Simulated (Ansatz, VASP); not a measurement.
One calculation of FeGe, two programs

```
Fe Ge
1.0
     4.34438    0.00000    0.00000
     0.00000    4.34438    0.00000
     0.00000    0.00000    4.34438
Fe Ge
4 4
Cartesian
  0.6090 0.6090 0.6090
  1.5631 3.7353 2.7812
  2.7812 1.5631 3.7353
  3.7353 2.7812 1.5631
  3.6534 3.6534 3.6534
  2.8632 0.6910 1.4812
  1.4812 2.8632 0.6910
  0.6910 1.4812 2.8632
```

Alike in both runs: functional LDA; k mesh 10 × 10 × 10; occupations gaussian, width 0.03 eV; no spin polarisation.

Ansatz relaxed the structure, and its values are those at the end. VASP's run is a single point on that final structure, the one shown.

|  | VASP | Ansatz |
| --- | --- | --- |
| version | VASP 6.6.1 | Ansatz 0.2.0 |
| potentials or method | VASP PAW LDA potentials, release 64 (Fe, Ge_d), cutoff 520 eV | scalar-relativistic, plane waves, PAW |
| valence electrons in the cell | 88 | 120 |

```csv
,VASP,Ansatz,Ansatz less VASP
gap on the k mesh at the Fermi level (eV),0.08,0.08,+0.003
least direct gap on the mesh (eV),0.13,0.13,+0.005
rms of the force components (eV/Å),0.024,0.000,-0.0239
```

LDA's correlation is that of Perdew and Zunger in VASP and of Perdew and Wang (1992) in Ansatz. VASP's potentials hold 88 valence electrons a cell and Ansatz's 120, so a difference there can come from the potentials and not from the codes. Ansatz's warnings: stress scf threshold loose.
